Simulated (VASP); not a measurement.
A run of VASP 6.6.1 is set up as follows.

File INCAR:

```
SYSTEM = La2LuN3
PREC     = Accurate       ! precision mode
ENCUT    = 520            ! plane-wave cutoff, eV
EDIFF    = 1E-7           ! SCF threshold, eV
ISMEAR   = 0              ! smearing method
SIGMA    = 0.1            ! smearing width, eV
LREAL    = .False.        ! projectors in reciprocal space
LASPH    = .True.         ! aspherical terms in the spheres
NELM     = 100            ! most SCF steps
ALGO     = Normal         ! electronic algorithm
ISIF     = 2              ! what is computed and relaxed
LWAVE    = .False.        ! write WAVECAR
LCHARG   = .False.        ! write CHGCAR
GGA      = PE             ! functional
NBANDS   = 40             ! bands
```

KPOINTS

```
regular mesh
0
Gamma
  6 6 2
  0 0 0
```

Contents of POSCAR:

```
La2LuN3
1.0
    3.6761604400      0.0000000000      0.0000000000
   -1.8380802200      3.1836483300      0.0000000000
    0.0000000000      0.0000000000      9.0086216000
La Lu N
2 1 3
Direct
    0.3333333300      0.6666666700      0.6610567600
    0.6666666700      0.3333333300      0.3389432400
    0.0000000000      0.0000000000      0.0000000000
    0.0000000000      0.0000000000      0.5000000000
    0.3333333300      0.6666666700      0.1780929900
    0.6666666700      0.3333333300      0.8219070100
```

Potentials or basis: VASP PAW PBE potentials, release 64 (La, Lu, N).

The run is started by

```sh
$ cat potpaw_PBE.64/La/POTCAR potpaw_PBE.64/Lu/POTCAR potpaw_PBE.64/N/POTCAR > POTCAR
$ mpirun -np 1 vasp_std > vasp.out
```

**Question.** Estimate the pressure.

**Answer.** -1.7 GPa.

**Question.** What does it give for the band gap on the k mesh?

**Answer.** 0.33 eV, direct.

Stress tensor (GPa, compression positive):
```
-0.92  0.00  0.00
 0.00 -0.92  0.00
 0.00  0.00 -3.31
```

Caveat: spin-orbit coupling is left out, which moves the levels of the heavy elements; forces of over 1 eV/Å act on the atoms, so gaps and moduli don't describe the material at rest. A k mesh can miss the band edges.
